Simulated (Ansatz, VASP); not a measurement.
One calculation of CdF2, two programs

```
Cd F
1.0
     0.00000    2.70052    2.70052
     2.70052    0.00000    2.70052
     2.70052    2.70052    0.00000
Cd F
1 2
Direct
  0.91000 0.03000 0.03000
  0.34000 0.22000 0.22000
  0.75000 0.75000 0.75000
```

Change from the starting cell: shortest bond scaled by 0.76, PAW files.

Alike in both runs: task electric field gradients; functional PBE; k mesh 7 × 7 × 7; occupations fermi-dirac, width 0.03 eV; no spin polarisation.

```csv
,VASP,Ansatz
version,VASP 6.6.1,Ansatz 0.2.0
potentials or method,"VASP PAW PBE potentials, release 64 (Cd_sv_GW, F)","PAW with Ansatz's default frozen-core files, scalar-relativistic"
plane-wave cutoff (eV),520,420
valence electrons in the cell,34,34
```

|  | VASP | Ansatz | Ansatz less VASP |
| --- | --- | --- | --- |
| gap on the k mesh at the Fermi level (eV) | 2.73 | 2.74 | +0.007 |
| rms of the force components (eV/Å) | 4.369 | 4.322 | -0.0472 |
| size of Vzz on the site where it differs most (V/Å²) | 185.1 | 183.6 | -1.50 |

Atom by atom the forces differ by 0.047 eV/Å (rms over components).
